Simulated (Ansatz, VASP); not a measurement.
## Be: VASP beside Ansatz

```
Be
1.0
     3.74681    0.00000    0.00000
     0.00000    3.74681    0.00000
     0.00000    0.00000    2.28128
Be
4
Direct
  0.30888 0.26419 0.99829
  0.69273 0.73442 0.00696
  0.18848 0.76641 0.51206
  0.80991 0.23498 0.48269
```

Alike in both runs: task single point; functional LDA; k mesh 4 × 4 × 6; no spin polarisation.

|  | VASP | Ansatz |
| --- | --- | --- |
| version | VASP 6.6.1 | Ansatz 0.2.0 |
| potentials or method | VASP PAW LDA potentials, release 64 (Be), cutoff 600 eV | plane waves, PAW |
| occupations | fermi-dirac, width 0.1 eV | fermi-dirac |
| valence electrons in the cell | 8 | 8 |

```csv
,VASP,Ansatz,Ansatz less VASP
rms of the force components (eV/Å),0.173,0.173,-0.0001
```

LDA's correlation is that of Perdew and Zunger in VASP and of Perdew and Wang (1992) in Ansatz. Atom by atom the forces differ by 0.000 eV/Å (rms over components).

The k mesh is coarse, so the values compare programs but aren't converged.
